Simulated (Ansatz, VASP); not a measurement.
# TiB4 in VASP and in Ansatz

Contents of INCAR:

```
PREC     = Accurate       # precision mode
ENCUT    = 520            # plane-wave cutoff, eV
EDIFF    = 1E-6           # SCF threshold, eV
ISMEAR   = 0              # smearing method
SIGMA    = 0.2            # smearing width, eV
LREAL    = False          # projectors in reciprocal space
LASPH    = True           # aspherical terms in the spheres
NELM     = 100            # most SCF steps
ALGO     = Normal         # electronic algorithm
ISIF     = 2              # what is computed and relaxed
LWAVE    = False          # write WAVECAR
LCHARG   = True           # write CHGCAR
GGA      = PE             # functional
IVDW     = 12             # dispersion correction
LELF     = True           # ELF
LVHAR    = True         
NBANDS   = 35             # bands
```

File KPOINTS:

```
regular mesh
0
Gamma
  8 4 4
```

The input POSCAR:

```
TiB4
1.0
   -1.5055813056      2.6077433162      0.0000000000
    0.0000000000      0.0000000000      4.9906471283
    4.5167439167      2.6077433162      0.0000000000
Ti B
2 8
Direct
    1.0000000000      0.0000000000      0.0000000000
    0.5000000000      0.0000000000      0.5000000000
    0.5000000000      0.6919119531      0.1666666667
    1.0000000000      0.6919119531      0.6666666667
    1.0000000000      0.6919119531      0.3333333333
    0.5000000000      0.6919119531      0.8333333333
    0.5000000000      0.3080880469      0.1666666667
    1.0000000000      0.3080880469      0.6666666667
    1.0000000000      0.3080880469      0.3333333333
    0.5000000000      0.3080880469      0.8333333333
```

Input for Ansatz:

```yaml
crystal:
  lattice:
    - [-1.5055813056, 2.6077433162, 0.0]
    - [0.0, 0.0, 4.9906471283]
    - [4.5167439167, 2.6077433162, 0.0]
  atoms:
    - { symbol: Ti, position: [1.0, 0.0, 0.0] }
    - { symbol: Ti, position: [0.5, 0.0, 0.5] }
    - { symbol: B, position: [0.5, 0.6919119531, 0.1666666667] }
    - { symbol: B, position: [1.0, 0.6919119531, 0.6666666667] }
    - { symbol: B, position: [1.0, 0.6919119531, 0.3333333333] }
    - { symbol: B, position: [0.5, 0.6919119531, 0.8333333333] }
    - { symbol: B, position: [0.5, 0.3080880469, 0.1666666667] }
    - { symbol: B, position: [1.0, 0.3080880469, 0.6666666667] }
    - { symbol: B, position: [1.0, 0.3080880469, 0.3333333333] }
    - { symbol: B, position: [0.5, 0.3080880469, 0.8333333333] }
basis:
  ecutwfc: 420
kpoints:
  mp_grid: { grid: [8, 4, 4] }
hamiltonian:
  xc: pbe
  dispersion: d3bj
scf:
  occupations: { method: gaussian, width: 0.2 }
  lower_state_search: "off"
output:
  forces: true
  stress: true
  eigenvalues: true
```

Alike in both runs: task single point; functional PBE; dispersion D3(BJ); k mesh 8 × 4 × 4; occupations gaussian, width 0.2 eV; no spin polarisation.

|  | VASP | Ansatz |
| --- | --- | --- |
| version | VASP 6.6.1 | Ansatz 0.2.0 |
| potentials or method | VASP PAW PBE potentials, release 64 (Ti_sv, B), cutoff 520 eV | scalar-relativistic, plane waves, PAW |
| valence electrons in the cell | 48 | 48 |

Ansatz gave:

| Quantity | Value |
| --- | --- |
| gap on the k mesh at the Fermi level (eV) | none |
| pressure (GPa) | 0.1 |
| traceless stress, the component that is largest in VASP (GPa) | -0.05 |
| rms of the force components (eV/Å) | 0.020 |

**Question.** Which values does VASP return?

**Answer.** gap on the k mesh at the Fermi level (eV): none; pressure (GPa): 0.2; traceless stress, the component that is largest in VASP (GPa): -0.06; rms of the force components (eV/Å): 0.022.

Atom by atom the forces differ by 0.003 eV/Å (rms over components). A gap of «none» marks a metal or a gap that the smearing closes.
